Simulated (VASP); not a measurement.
# MnZn (Pm-3m) in VASP: notebook, part 2 of 2

VASP 6.6.1. The steps go on from the part before.

## 3. Single point, LDA, collinear spin, ferromagnetic start

This run uses another cell than the first one, of 13.89 Å³/atom.

INCAR

```
PREC = Accurate
ENCUT = 520
EDIFF = 1E-6
ISMEAR = -1
SIGMA = 0.15
LREAL = F
LASPH = T
NELM = 150
ALGO = Normal
ISIF = 2
LWAVE = F
LCHARG = T
ISPIN = 2
MAGMOM = 2.8 0
LORBIT = 11
LMAXMIX = 4
GGA = CA
LELF = T
LVHAR = T
NBANDS = 24
```

KPOINTS

```
regular mesh
0
Gamma
  9 9 9
```

POSCAR

```
MnZn
1.0
    3.0285084273      0.0000000000      0.0000000000
    0.0000000000      3.0285084273      0.0000000000
    0.0000000000      0.0000000000      3.0285084273
Mn Zn
1 1
Direct
    0.0000000000      0.0000000000      0.0000000000
    0.5000000000      0.5000000000      0.5000000000
```

Potentials or basis: VASP PAW LDA potentials, release 64 (Mn_pv, Zn).

Run with:

```bash
$ cat potpaw_LDA.64/Mn_pv/POTCAR potpaw_LDA.64/Zn/POTCAR > POTCAR
$ mpirun -np 1 vasp_std > vasp.out
```

OUTCAR:

```text
PREC = Accurate
   ENCUT = 520
   EDIFF = 1E-6
   ISMEAR = -1
   LREAL = F
   LASPH = T
   NELM = 150
   ISIF = 2
   ISPIN = 2
   LORBIT = 11
   GGA = CA

 ion  position               nearest neighbor table
   1  0.000  0.000  0.000-   2 2.62   2 2.62   2 2.62   2 2.62   2 2.62   2 2.62   2 2.62   2 2.62

   2  0.500  0.500  0.500-   1 2.62   1 2.62   1 2.62   1 2.62   1 2.62   1 2.62   1 2.62   1 2.62

  LATTYP: Found a simple cubic cell.
 ALAT       =     3.0285084273

  Lattice vectors:

 A1 = (   3.0285084273,   0.0000000000,   0.0000000000)
 A2 = (   0.0000000000,   3.0285084273,   0.0000000000)
 A3 = (   0.0000000000,   0.0000000000,   3.0285084273)

Analysis of symmetry for initial positions (statically):
=====================================================================
 Subroutine PRICEL returns:
 Original cell was already a primitive cell.

 Routine SETGRP: Setting up the symmetry group for a
 simple cubic supercell.

[... 845 lines left out ...]
      3     -40.6081      1.00000
      4      -3.8269      1.00000
      5      -2.2187      1.00000
      6      -2.2187      1.00000
[... 637 lines left out ...]
     23      26.7006      0.00000
     24      28.5946      0.00000

 [... further k-points ...]

------------------------ aborting loop because EDIFF is reached ----------------------------------------

  FORCE on cell =-STRESS in cart. coord.  units (eV):
  Direction    XX          YY          ZZ          XY          YZ          ZX
  --------------------------------------------------------------------------------------
  -------------------------------------------------------------------------------------
  Total       -2.6375742     -2.6375742     -2.6375742      0.0000000     -0.0000000      0.0000000
  in kB     -152.1349204   -152.1349204   -152.1349204      0.0000000     -0.0000000      0.0000000
  external PRESSURE =    -152.1349204 kB  Pullay stress =       0.0000000 kB

 VOLUME and BASIS-vectors are now :
 -----------------------------------------------------------------------------
  energy-cutoff  :      520.00
  volume of cell :       27.78
      direct lattice vectors                 reciprocal lattice vectors
     3.028508427  0.000000000  0.000000000     0.330195548  0.000000000  0.000000000
     0.000000000  3.028508427  0.000000000     0.000000000  0.330195548  0.000000000
     0.000000000  0.000000000  3.028508427     0.000000000  0.000000000  0.330195548

 POSITION                                       TOTAL-FORCE (eV/Angst)
 -----------------------------------------------------------------------------------
      0.00000      0.00000      0.00000         0.000000      0.000000      0.000000
      1.51425      1.51425      1.51425         0.000000      0.000000      0.000000
 -----------------------------------------------------------------------------------
    total drift:                                0.000000      0.000000     -0.000000

  FREE ENERGIE OF THE ION-ELECTRON SYSTEM (eV)
  ---------------------------------------------------
  free  energy   TOTEN  =       -11.4185995587 eV

  energy  without entropy=      -11.3095026727  energy(sigma->0) =      -11.36405112

 total charge

# of ion       s       p       d       tot
------------------------------------------
    1        0.282   6.225   5.080  11.587
    2        0.631   0.542   9.721  10.895
--------------------------------------------------
tot          0.913   6.767  14.802  22.482

 magnetization (x)

# of ion       s       p       d       tot
------------------------------------------
    1        0.008   0.004   2.820   2.831
    2       -0.037  -0.044   0.031  -0.050
--------------------------------------------------
tot         -0.029  -0.041   2.851   2.781
```

stdout:

```text
POSCAR found type information on POSCAR MnZn
 POSCAR found :  2 types and       2 ions
 scaLAPACK will be used
 LDA part: xc-table for (Slater(with rela. corr.)+CA(PZ))
 , standard interpolation
 POSCAR, INCAR and KPOINTS ok, starting setup
 FFT: planning ... GRIDC
 FFT: planning ... GRID_SOFT
 FFT: planning ... GRID
 WAVECAR not read
 entering main loop
```

Run time: 18 s. Hardware: 1 thread of Intel Xeon Platinum 8375C at 2.90GHz (Ice Lake), shared host; peak memory 0.15 GiB.

Results:

```yaml
Free_energy: -11.4186 eV
Pressure: -15.2 GPa
Net_moment: 2.85 μB per cell
Site_moments: Mn +2.83; Zn -0.05 μB
Valence_electrons_inside_the_program's_atomic_spheres: Mn 11.59; Zn 10.89
```

Levels at points of the mesh, in eV from the Fermi level:
Spin up:
```tsv
k point	band 10	band 11	band 12	band 13	band 14	band 15	band 16	band 17	band 18	band 19
(0.00, 0.00, 0.00)	-2.34	-2.34	-0.97	-0.97	-0.97	6.38	6.38	6.38	11.92	11.92
```
Spin down:
```
           k point  band 9  band 10  band 11  band 12  band 13  band 14
(0.00, 0.00, 0.00)   -6.89    -0.49    -0.49     1.57     1.57     1.57
```

Caveat: the cell stands under tension.
